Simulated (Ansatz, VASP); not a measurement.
# One calculation of SiC, two programs

```
Si C
1.0
     3.09637    0.00000    0.00000
    -1.54819    2.68154    0.00000
     0.00000    0.00000    5.08143
Si C
2 2
Direct
  0.66667 0.33333 0.50000
  0.33333 0.66667 0.00000
  0.66667 0.33333 0.88500
  0.33333 0.66667 0.38500
```

Alike in both runs: task single point; functional LDA; k mesh 10 × 10 × 5; occupations fermi-dirac, width 0.05 eV; no spin polarisation.

|  | VASP | Ansatz |
| --- | --- | --- |
| version | VASP 6.6.1 | Ansatz 0.2.0 |
| potentials or method | VASP PAW LDA potentials, release 64 (Si, C) | Ansatz PAW |
| plane-wave cutoff (eV) | 520 | 420 |
| valence electrons in the cell | 16 | 16 |

|  | VASP | Ansatz | Ansatz less VASP |
| --- | --- | --- | --- |
| gap on the k mesh at the Fermi level (eV) | 2.39 | 2.40 | +0.014 |
| least direct gap on the mesh (eV) | 3.93 | 3.94 | +0.010 |
| pressure (GPa) | -7.7 | -8.1 | -0.36 |
| traceless stress, the component that is largest in VASP (GPa) | -2.33 | -2.31 | +0.023 |
| rms of the force components (eV/Å) | 0.407 | 0.405 | -0.0014 |

LDA's correlation is that of Perdew and Zunger in VASP and of Perdew and Wang (1992) in Ansatz. Atom by atom the forces differ by 0.001 eV/Å (rms over components).

Noted on Ansatz's run: odd divisions of the mesh miss points on the zone boundary, where band edges often lie, so the gap on the mesh can be too wide.
